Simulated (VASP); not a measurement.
Input of a VASP 6.6.1 run:

File INCAR:

```
SYSTEM = Ga
  PREC = Accurate
  ENCUT = 520
  EDIFF = 1E-6
  ISMEAR = 0
  SIGMA = 0.1
  LREAL = .FALSE.
  LASPH = .TRUE.
  NELM = 100
  ALGO = Fast
  ISIF = 2
  LWAVE = .FALSE.
  LCHARG = .FALSE.
  GGA = PS
  NBANDS = 20
```

Contents of KPOINTS:

```
Automatic mesh
0
G
  16 16 14
  0 0 0
```

POSCAR

```
Ga
1.0
    1.3545087628     -3.9195866896      0.0000000000
    1.3545087628      3.9195866896      0.0000000000
    0.0000000000      0.0000000000      3.2760802138
Ga
2
Direct
    0.8662752442      0.1337247558      0.2500000000
    0.1337247558      0.8662752442      0.7500000000
```

Potentials or basis: VASP PAW PBE potentials, release 64 (Ga_d).

Run with:

```sh
$ cat potpaw_PBE.64/Ga_d/POTCAR > POTCAR
$ mpirun -np 1 vasp_std > vasp.out
```

Question: Predict the pressure.

Answer: 2.2 GPa.

Question: What does it give for the band gap on the k mesh?

Answer: Zero (band 13 reaches 10.35 eV, above the bottom of band 14 at 1.44 eV).

Caveat: the PAW data sets were made with another functional, which shifts forces and pressure a little.
